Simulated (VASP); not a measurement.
# W in VASP: single point with PBEsol

Aim: the single point of W with PBEsol.

All numbers are computed with VASP 6.6.1; they aren't measurements. Logs are shortened: lines on timing, memory, paths and dates and some standing lists are left out, and cuts for length are marked.

### Step 1. The cell of the first run

The cell holds a single atom in a box, 1 atom: a = 14.000 Å, b = 14.400 Å, c = 14.800 Å, α = 90.00°, β = 90.00°, γ = 90.00°.

### Step 2. Single point, PBEsol, collinear spin

INCAR

```
PREC     = Accurate       # precision mode
ENCUT    = 520            # plane-wave cutoff, eV
EDIFF    = 1E-6           # SCF threshold, eV
ISMEAR   = -1             # smearing method
SIGMA    = 0.01           # smearing width, eV
LREAL    = F              # projectors in reciprocal space
LASPH    = T              # aspherical terms in the spheres
NELM     = 150            # most SCF steps
ALGO     = Normal         # electronic algorithm
ISIF     = 2              # what is computed and relaxed
LWAVE    = F              # write WAVECAR
LCHARG   = F              # write CHGCAR
ISPIN    = 2              # spin polarisation
MAGMOM   = 4              # initial moments
LORBIT   = 11             # projections on sites
LMAXMIX  = 4              # l up to which the mixer works
GGA      = PS             # functional
NBANDS   = 17             # bands
ISYM     = 0
```

KPOINTS

```
regular mesh
0
Gamma
  1 1 1
```

POSCAR

```
W
1.0
   14.0000000000      0.0000000000      0.0000000000
    0.0000000000     14.4000000000      0.0000000000
    0.0000000000      0.0000000000     14.8000000000
W
1
Direct
    0.5000000000      0.5000000000      0.5000000000
```

Potentials or basis: VASP PAW PBE potentials, release 64 (W_sv).

Started as:

```bash
$ cat potpaw_PBE.64/W_sv/POTCAR > POTCAR
$ mpirun -np 1 vasp_gam > vasp.out
```

OUTCAR:

```text
PREC = Accurate
   ENCUT = 520
   EDIFF = 1E-6
   ISMEAR = -1
   LREAL = F
   LASPH = T
   NELM = 150
   ISIF = 2
   ISPIN = 2
   LORBIT = 11
   GGA = PS
   ISYM = 0

 ion  position               nearest neighbor table
   1  0.500  0.500  0.500-

IMPORTANT INFORMATION: All symmetrisations will be switched off!
NOSYMM: (Re-)initialisation of all symmetry stuff for point group C_1.

----------------------------------------------------------------------------------------

                                     Primitive cell

  volume of cell :    2983.6800

  direct lattice vectors                    reciprocal lattice vectors
    14.000000000  0.000000000  0.000000000     0.071428571  0.000000000  0.000000000
     0.000000000 14.400000000  0.000000000     0.000000000  0.069444444  0.000000000
     0.000000000  0.000000000 14.800000000     0.000000000  0.000000000  0.067567568

  length of vectors
    14.000000000 14.400000000 14.800000000     0.071428571  0.069444444  0.067567568

  position of ions in fractional coordinates (direct lattice)
     0.500000000  0.500000000  0.500000000

  ion indices of the primitive-cell ions
   primitive index   ion index
                 1           1

----------------------------------------------------------------------------------------

 KPOINTS: regular mesh

Automatic generation of k-mesh.
 Grid dimensions read from file:
 generate k-points for:    1    1    1

 Generating k-lattice:

  Cartesian coordinates                     Fractional coordinates (reciprocal lattice)
     0.071428571  0.000000000  0.000000000     1.000000000  0.000000000  0.000000000
     0.000000000  0.069444444  0.000000000     0.000000000  1.000000000  0.000000000
     0.000000000  0.000000000  0.067567568     0.000000000  0.000000000  1.000000000

  Length of vectors
     0.071428571  0.069444444  0.067567568

  Shift w.r.t. Gamma in fractional coordinates (k-lattice)
     0.000000000  0.000000000  0.000000000

 Subroutine IBZKPT returns following result:
 ===========================================

 Found      1 irreducible k-points:

 Following reciprocal coordinates:
            Coordinates               Weight
  0.000000  0.000000  0.000000      1.000000
   k-points           NKPTS =      1   k-points in BZ     NKDIM =      1   number of bands    NBANDS=     17
   number of dos      NEDOS =    301   number of ions     NIONS =      1
   total plane-waves  NPLWV = ******
   dimension x,y,z NGX =   108 NGY =  108 NGZ =  112
   dimension x,y,z NGXF=   216 NGYF=  216 NGZF=  224
   ions per type =               1
   NGX,Y,Z   is equivalent  to a cutoff of  12.82, 12.47, 12.58 a.u.
   NGXF,Y,Z  is equivalent  to a cutoff of  25.65, 24.94, 25.16 a.u.
 SYSTEM =  unknown system
   PREC   = accura    normal or accurate (medium, high low for compatibility)
   ISTART =      0    job   : 0-new  1-cont  2-samecut
   ICHARG =      2    charge: 1-file 2-atom 10-const
   ISPIN  =      2    spin polarized calculation?
   LNONCOLLINEAR =      F non collinear calculations
   LSORBIT =      F    spin-orbit coupling
   LASPH  =      T    aspherical Exc in radial PAW
   ENCUT  =  520.0 eV  38.22 Ry    6.18 a.u.  26.03 26.77 27.52*2*pi/ulx,y,z
   NELM   =    150;   NELMIN=  2; NELMDL= -5     # of ELM steps
   EDIFF  = 0.1E-05   stopping-criterion for ELM
   LREAL  =      F    real-space projection
   EDIFFG = 0.1E-04   stopping-criterion for IOM
   NSW    =      0    number of steps for IOM
   IBRION =     -1    ionic relax: 0-MD 1-quasi-New 2-CG
   NFREE  =      0    steps in history (QN), initial steepest desc. (CG)
   ISIF   =      2    stress and relaxation
   ISYM   =      0    0-nonsym 1-usesym 2-fastsym
   POTIM  = 0.5000    time-step for ionic-motion
   TEBEG  =    0.0;   TEEND  =   0.0 temperature during run
   PSTRESS=    0.0 pullay stress
   NELECT =      14.0000    total number of electrons
   NUPDOWN=      -1.0000    fix difference up-down
   EMIN   =  10.00;   EMAX   =-10.00  energy-range for DOS
   EFERMI =   0.00;   METHOD = LEGACY
   ISMEAR =    -1;   SIGMA  =   0.01  broadening in eV -4-tet -1-fermi 0-gaus
   EFERMI_NEDOS =   21; number of points for ismear=-14 and -15
   IALGO  =     38    algorithm
   IMIX   =      4    mixing-type and parameters
     AMIX     =   0.40;   BMIX     =  1.00
     AMIX_MAG =   1.60;   BMIX_MAG =  1.00
  volume/ion in A,a.u.               =    2983.68     20134.87
  Fermi-wavevector in a.u.,A,eV,Ry     =   0.274073  0.517923  1.022018  0.075116
  Thomas-Fermi vector in A             =   1.116316
   LORBIT       =     11    0 simple, 1 ext, 2 COOP (PROOUT), +10 PAW based schemes
   GGA     = PS    functional components
   LHFCALC =     F    Hartree Fock is set to
   AEXX    =    0.0000 exact exchange contribution
   IVDW    =     0    specifies the selected vdW correction
   LEPSILON=     F    determine dielectric tensor
   LRPA    =     F    only Hartree local field effects (RPA)
 spin polarized calculation
  energy-cutoff  :      520.00
  volume of cell :     2983.68
 maximum number of plane-waves:     40220
 NGX is ok and might be reduce to   108
   NGX = 53   NGY = 53   NGZ = 55

 number of electron      14.0000000 magnetization       5.9999801

 Free energy of the ion-electron system (eV)
  ---------------------------------------------------
  ext. energy  EPLUGINS =         0.00000000
  ---------------------------------------------------
  free energy    TOTEN  =        -4.64428560 eV

  energy without entropy =       -4.64428560  energy(sigma->0) =       -4.64428560

 E-fermi :  -3.6084     XC(G=0):  -0.2823

 val. band max:       -4.0227677227   @ k =   0.0000   0.0000   0.0000
 cond. band min:      -2.4524577288   @ k =   0.0000   0.0000   0.0000
 fundamental gap:      1.5703099939
 Fermi energy:        -3.6083684491

 spin component 1

 k-point     1 :       0.0000    0.0000    0.0000
  band No.  band energies     occupation
      1     -77.0915      1.00000
      2     -41.6417      1.00000
      3     -41.6417      1.00000
      4     -41.6417      1.00000
      5      -5.7434      1.00000
      6      -4.0228      1.00000
[... 9 lines left out ...]
     16       0.5855      0.00000
     17       0.7146      0.00000
 Fermi energy:        -3.6083684491

 spin component 2

 k-point     1 :       0.0000    0.0000    0.0000
  band No.  band energies     occupation
      1     -75.4081      1.00000
      2     -39.3283      1.00000
      3     -39.3283      1.00000
      4     -39.3283      1.00000
      5      -2.4525      0.00000
      6      -0.6890      0.00000
[... 9 lines left out ...]
     16       0.8118      0.00000
     17       1.0439      0.00000

------------------------ aborting loop because EDIFF is reached ----------------------------------------

  FORCE on cell =-STRESS in cart. coord.  units (eV):
  Direction    XX          YY          ZZ          XY          YZ          ZX
  --------------------------------------------------------------------------------------
  -------------------------------------------------------------------------------------
  Total       -0.0105026     -0.0107606     -0.0107630      0.0000036     -0.0000006     -0.0000012
  in kB       -0.0056397     -0.0057782     -0.0057795      0.0000019     -0.0000003     -0.0000006
  external PRESSURE =      -0.0057325 kB  Pullay stress =       0.0000000 kB

 VOLUME and BASIS-vectors are now :
 -----------------------------------------------------------------------------
  energy-cutoff  :      520.00
  volume of cell :     2983.68
      direct lattice vectors                 reciprocal lattice vectors
    14.000000000  0.000000000  0.000000000     0.071428571  0.000000000  0.000000000
     0.000000000 14.400000000  0.000000000     0.000000000  0.069444444  0.000000000
     0.000000000  0.000000000 14.800000000     0.000000000  0.000000000  0.067567568

 POSITION                                       TOTAL-FORCE (eV/Angst)
 -----------------------------------------------------------------------------------
      7.00000      7.20000      7.40000        -0.000000     -0.000000      0.000000
 -----------------------------------------------------------------------------------
    total drift:                               -0.000000     -0.000000      0.000000

  FREE ENERGIE OF THE ION-ELECTRON SYSTEM (eV)
  ---------------------------------------------------
  free  energy   TOTEN  =        -4.6442855981 eV

  energy  without entropy=       -4.6442855981  energy(sigma->0) =       -4.64428560

 total charge

# of ion       s       p       d       tot
------------------------------------------
    1        2.308   5.929   3.620  11.857

 magnetization (x)

# of ion       s       p       d       tot
------------------------------------------
    1        0.313   0.003   3.620   3.937
```

Wall time 19 min (1 thread of Intel Xeon 8259CL, shared host); peak memory 2.8 GiB.

What came out:

* Free energy: -4.6443 eV
* Pressure: 0.0 GPa
* Band gap on the k mesh: 1.57 eV
* Net moment: 6.00 μB per cell
* Site moments: W +3.94 μB
* Valence electrons inside the program's atomic spheres: W 11.86

Caveat: the PAW data sets were made with another functional, which shifts forces and pressure a little; spin-orbit coupling is left out, which moves the levels of the heavy elements.
